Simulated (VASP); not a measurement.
Input of a VASP 6.6.1 run:

POSCAR

```
AgB2
1.0
    3.0268000000      0.0000000000      0.0000000000
   -1.5134000000      2.6212900000      0.0000000000
    0.0000000000      0.0000000000      4.0639200000
Ag B
1 2
Direct
    0.0000000000      0.0000000000      0.0000000000
    0.3333333333      0.6666666667      0.5000000000
    0.6666666667      0.3333333333      0.5000000000
```

Contents of INCAR.step1:

```
PREC     = Accurate       # precision mode
ENCUT    = 520            # plane-wave cutoff, eV
ISMEAR   = -1             # smearing method
SIGMA    = 0.1            # smearing width, eV
LREAL    = False          # projectors in reciprocal space
LASPH    = True           # aspherical terms in the spheres
NELM     = 80             # most SCF steps
NBANDS   = 16             # bands
GGA      = PE             # functional
ALGO     = Normal         # electronic algorithm
EDIFF    = 1E-4           # SCF threshold, eV
LWAVE    = True           # write WAVECAR
LCHARG   = False          # write CHGCAR
```

File INCAR.step2:

```
PREC     = Accurate       # precision mode
ENCUT    = 520            # plane-wave cutoff, eV
EDIFF    = 1E-6           # SCF threshold, eV
ISMEAR   = -1             # smearing method
SIGMA    = 0.1            # smearing width, eV
LREAL    = False          # projectors in reciprocal space
LASPH    = True           # aspherical terms in the spheres
NELM     = 80             # most SCF steps
ALGO     = Normal         # electronic algorithm
ISIF     = 2              # what is computed and relaxed
LWAVE    = False          # write WAVECAR
LCHARG   = False          # write CHGCAR
METAGGA  = R2SCAN         # meta-GGA
LMIXTAU  = True         
NBANDS   = 16             # bands
ISTART   = 1
```

KPOINTS

```
regular mesh
0
Gamma
  10 10 6
```

Potentials or basis: VASP PAW PBE potentials, release 64 (Ag, B).

Command:

```sh
$ cat potpaw_PBE.64/Ag/POTCAR potpaw_PBE.64/B/POTCAR > POTCAR
$ cp INCAR.step1 INCAR
$ mpirun -np 1 vasp_std > vasp.out
$ cp INCAR.step2 INCAR
$ mpirun -np 1 vasp_std > vasp.out
```

Problem. Estimate the pressure.

Solution. -1.5 GPa.

Stress tensor (GPa, compression positive):
```
-2.19  0.00  0.00
 0.00 -2.19  0.00
 0.00  0.00 -0.24
```

Caveat: the PAW data sets were made with another functional, which shifts forces and pressure a little.
